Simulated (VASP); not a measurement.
Sc2SnSe5:

```
CELL_PARAMETERS angstrom
6.03000 -2.70500 0.00000
6.03000 2.70500 0.00000
-6.02838 0.00000 6.03162
ATOMIC_POSITIONS crystal
Sc 0.40000 0.40000 0.20000
Sc 0.60000 0.60000 0.80000
Sn 0.00000 0.00000 0.00000
Se 0.10000 0.10000 0.80000
Se 0.90000 0.90000 0.20000
Se 0.30000 0.30000 0.40000
Se 0.70000 0.70000 0.60000
Se 0.50000 0.50000 0.00000
```

This cell differs from its parent crystal: atoms taken out.

| Item | Value |
| --- | --- |
| Program | VASP 6.6.1 |
| Task | relaxation of cell and atoms |
| Functional | PBE |
| Potentials or basis | VASP PAW PBE potentials, release 64 (Sc_sv, Sn_d, Se) |
| Cutoff | 600 eV |
| k mesh | 3 × 3 × 2 |
| Occupations | gaussian, width 0.15 eV |
| Spin | no spin polarisation |

At the start: pressure 2.9 GPa; volume 24.60 Å³/atom.

Q: Where does the relaxation end?

A: Over 15 steps the energy falls by 51.8 meV/atom and the volume is 26.91 Å³/atom (+9.4 %); space group C2/m (No. 12, to 0.1 Å) before and after.

The path:
| step | energy change (eV) | largest force (eV/Å) | pressure (GPa) | volume (Å³) |
| --- | --- | --- | --- | --- |
| 1 | 0.0000 | 0.8441 | 2.89 | 196.77 |
| 2 | -0.2510 | 0.5455 | -0.76 | 209.57 |
| 3 | -0.2535 | 0.5248 | -1.09 | 211.12 |
| 4 | -0.3000 | 0.2515 | 0.35 | 208.29 |
| 5 | -0.3004 | 0.2456 | 0.22 | 208.52 |
| 6 | -0.3242 | 0.2133 | 0.24 | 208.90 |
| 7 | -0.3549 | 0.2936 | 0.44 | 209.99 |
| 8 | -0.3759 | 0.2202 | -0.15 | 212.83 |
| 9 | -0.3838 | 0.1917 | -0.74 | 215.87 |
| 10 | -0.3989 | 0.1143 | -0.43 | 215.58 |
| 11 | -0.4060 | 0.1057 | -0.06 | 215.24 |
| 12 | -0.4061 | 0.1122 | 0.00 | 215.19 |
| 13 | -0.4109 | 0.0915 | 0.02 | 215.09 |
| 14 | -0.4132 | 0.0832 | 0.07 | 214.95 |
| 15 | -0.4148 | 0.0705 | -0.04 | 215.24 |

Final structure:
```
CELL_PARAMETERS angstrom
6.07486 -2.80368 -0.06534
6.07486 2.80368 -0.06534
-6.14227 0.00000 6.38488
ATOMIC_POSITIONS crystal
Sc 0.41967 0.41967 0.22622
Sc 0.58033 0.58033 0.77378
Sn 0.00000 0.00000 0.00000
Se 0.11060 0.11060 0.82957
Se 0.88940 0.88940 0.17043
Se 0.30688 0.30688 0.38890
Se 0.69312 0.69312 0.61110
Se 0.50000 0.50000 0.00000
```

Caveat: the k points lie up to 0.50 Å⁻¹ apart in the final cell; the cell differs from its parent crystal (atoms taken out); the relaxation stopped at a loose force limit of 0.08 eV/Å, so its end isn't a converged minimum.
